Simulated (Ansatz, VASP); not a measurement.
## One calculation of NbSi2, two programs

```
CELL_PARAMETERS angstrom
4.82309 0.00000 0.00000
-2.41154 4.17692 0.00000
0.00000 0.00000 6.62898
ATOMIC_POSITIONS crystal
Si 0.16700 0.33400 0.00000
Si 0.83300 0.16700 0.66667
Si 0.66600 0.83300 0.33333
Si 0.83300 0.66600 0.00000
Si 0.16700 0.83300 0.66667
Si 0.33400 0.16700 0.33333
Nb 0.50000 0.00000 0.00000
Nb 0.50000 0.50000 0.66667
Nb 0.00000 0.50000 0.33333
```

Alike in both runs: task single point; functional PBE; k mesh 4 × 4 × 3; no spin polarisation.

|  | VASP | Ansatz |
| --- | --- | --- |
| version | VASP 6.6.1 | Ansatz 0.2.0 |
| potentials or method | VASP PAW PBE potentials, release 64 (Si, Nb_sv), cutoff 520 eV | PAW plane waves |
| occupations | fermi-dirac, width 0.1 eV | fermi-dirac |
| valence electrons in the cell | 63 | 63 |

|  | VASP | Ansatz | Ansatz less VASP |
| --- | --- | --- | --- |
| gap on the k mesh at the Fermi level (eV) | none | none | - |
| pressure (GPa) | -0.9 | -0.7 | +0.23 |
| traceless stress, the component that is largest in VASP (GPa) | 1.35 | 1.37 | +0.024 |
| rms of the force components (eV/Å) | 0.321 | 0.321 | +0.0008 |

Atom by atom the forces differ by 0.001 eV/Å (rms over components). A gap of «none» marks a metal or a gap that the smearing closes. Ansatz's warnings: structure snapped to symmetry.

The k mesh is coarse, so the values compare programs but aren't converged.
